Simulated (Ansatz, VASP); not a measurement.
## One calculation of ScTeAs3, two programs

The input INCAR:

```
PREC = Accurate
ENCUT = 520
EDIFF = 1E-6
ISMEAR = 0
SIGMA = 0.1
LREAL = F
LASPH = T
NELM = 80
ALGO = Normal
ISIF = 2
LWAVE = F
LCHARG = F
GGA = PE
NBANDS = 24
```

File KPOINTS:

```
Automatic mesh
0
Gamma
  4 4 4
```

Contents of POSCAR:

```
ScTeAs3
1.0
    5.1717977400      0.0000000000      0.0000000000
    0.0000000000      5.1717977400      0.0000000000
    0.0000000000      0.0000000000      5.1717977400
Sc Te As
1 1 3
Direct
    0.5000000000      0.5000000000      0.5000000000
    0.0000000000      0.0000000000      0.0000000000
    0.5000000000      0.0000000000      0.0000000000
    0.0000000000      0.5000000000      0.0000000000
    0.0000000000      0.0000000000      0.5000000000
```

Input for Ansatz:

```yaml
crystal:
  lattice:
    - [5.17179774, 0.0, 0.0]
    - [0.0, 5.17179774, 0.0]
    - [0.0, 0.0, 5.17179774]
  atoms:
    - { symbol: Sc, position: [0.5, 0.5, 0.5] }
    - { symbol: Te, position: [0.0, 0.0, 0.0] }
    - { symbol: As, position: [0.5, 0.0, 0.0] }
    - { symbol: As, position: [0.0, 0.5, 0.0] }
    - { symbol: As, position: [0.0, 0.0, 0.5] }
basis:
  ecutwfc: 420
kpoints:
  mp_grid: { grid: [4, 4, 4] }
hamiltonian:
  xc: pbe
scf:
  occupations: { method: gaussian, width: 0.1 }
  lower_state_search: "off"
output:
  forces: true
  stress: true
  eigenvalues: true
```

Alike in both runs: task single point; functional PBE; k mesh 4 × 4 × 4; occupations gaussian, width 0.1 eV; no spin polarisation.

```csv
,VASP,Ansatz
version,VASP 6.6.1,Ansatz 0.2.0
potentials or method,"VASP PAW PBE potentials, release 64 (Sc_sv, Te, As), cutoff 520 eV","scalar-relativistic, plane waves, PAW"
valence electrons in the cell,32,72
```

```tsv
	VASP	Ansatz	Ansatz less VASP
gap on the k mesh at the Fermi level (eV)	none	none	-
pressure (GPa)	1.9	1.8	-0.15
```

A gap of «none» marks a metal or a gap that the smearing closes. The functional is the same, so the differences come from potentials, cutoffs and numerics. VASP's potentials hold 32 valence electrons a cell and Ansatz's 72, so a difference there can come from the potentials and not from the codes.

Spin-orbit coupling is off throughout.
